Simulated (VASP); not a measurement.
The system is MoS2.

```
Mo S
1.0
     3.17302    0.00000    0.00000
    -1.58651    2.74792    0.00000
     0.00000    0.00000   12.43591
Mo S
2 4
Direct
  0.66667 0.33333 0.25000
  0.33333 0.66667 0.75000
  0.33333 0.66667 0.37510
  0.66667 0.33333 0.87510
  0.33333 0.66667 0.12490
  0.66667 0.33333 0.62490
```

Base run:

| Item | Value |
| --- | --- |
| Program | VASP 6.6.1 |
| Functional | PBE |
| Potentials or basis | VASP PAW PBE potentials, release 64 (Mo_sv, S) |
| Cutoff | 520 eV |
| k mesh | 12 × 12 × 2 |
| Occupations | fermi-dirac, width 0.02 eV |
| Spin | no spin polarisation |

Its results: band gap on the k mesh 0.95 eV (least direct gap 1.64 eV); pressure 2.3 GPa; largest force 0.098 eV/Å.

Task: The run is repeated on the same cell with these changes: functional from PBE to r2SCAN; occupations from fermi-dirac, width 0.02 eV to gaussian, width 0.01 eV. What comes out?

Result: Band gap on the k mesh 1.05 eV (least direct gap 1.75 eV); pressure 1.2 GPa; largest force 0.051 eV/Å.

Caveats: this functional lacks dispersion, which binds layers or chains, so the pressure and a relaxed spacing across them are unreliable (at least some runs); the PAW data sets were made with another functional, which shifts forces and pressure a little (at least some runs).

A k mesh can miss the band edges.
